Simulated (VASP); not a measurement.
Input of a VASP 6.6.1 run:

INCAR

```
PREC     = Accurate       # precision mode
ENCUT    = 520            # plane-wave cutoff, eV
EDIFF    = 1E-6           # SCF threshold, eV
ISMEAR   = 0              # smearing method
SIGMA    = 0.05           # smearing width, eV
LREAL    = F              # projectors in reciprocal space
LASPH    = T              # aspherical terms in the spheres
NELM     = 100            # most SCF steps
ALGO     = Normal         # electronic algorithm
ISIF     = 2              # what is computed and relaxed
LWAVE    = F              # write WAVECAR
LCHARG   = F              # write CHGCAR
GGA      = PE             # functional
IVDW     = 13             # dispersion correction
NBANDS   = 29             # bands
```

The input KPOINTS:

```
regular mesh
0
Gamma
  6 6 6
```

Contents of POSCAR:

```
ZrSi2
1.0
    1.8581510001     -7.3459593984      0.0000000000
    1.8581510001      7.3459593984      0.0000000000
    0.0000000000      0.0000000000      3.6725538926
Zr Si
2 4
Direct
    0.6046286350      0.3953713650      0.2500000000
    0.3953713650      0.6046286350      0.7500000000
    0.9462977221      0.0537022779      0.2500000000
    0.0537022779      0.9462977221      0.7500000000
    0.2499904891      0.7500095109      0.2500000000
    0.7500095109      0.2499904891      0.7500000000
```

Potentials or basis: VASP PAW PBE potentials, release 64 (Zr_sv, Si).

The run is started by

```console
$ cat potpaw_PBE.64/Zr_sv/POTCAR potpaw_PBE.64/Si/POTCAR > POTCAR
$ mpirun -np 1 vasp_std > vasp.out
```

(1) Estimate the dispersion energy per atom.

(2) Estimate the pressure.

(3) Estimate the largest force.

(4) What does it give for the band gap on the k mesh?

Results:

(1) -0.357 eV.

(2) -2.7 GPa.

(3) 0.021 eV/Å.

(4) zero (bands 20 and 21 overlap by 0.76 eV).
